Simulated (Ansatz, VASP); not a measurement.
## Au: VASP beside Ansatz

```
Au
1.0
     2.71633    0.00000    0.00000
    -1.35816    2.35241    0.00000
     0.00000    0.00000    2.66419
Au
1
Cartesian
  0.0000 0.0000 0.0000
```

Change from the starting cell: volume scaled by 0.88, LAPW.

Alike in both runs: task single point; functional PBE; k mesh 15 × 15 × 14; occupations fermi-dirac, width 0.08 eV; no spin polarisation.

```csv
,VASP,Ansatz
version,VASP 6.6.1,Ansatz 0.2.0
potentials or method,"VASP PAW PBE potentials, release 64 (Au), cutoff 520 eV","all-electron LAPW, scalar-relativistic"
```

```csv
,VASP,Ansatz,Ansatz less VASP
pressure (GPa),22.0,22.4,+0.37
```

Ansatz ran all-electron here, and VASP with PAW potentials.

Neither program's run includes spin-orbit coupling.
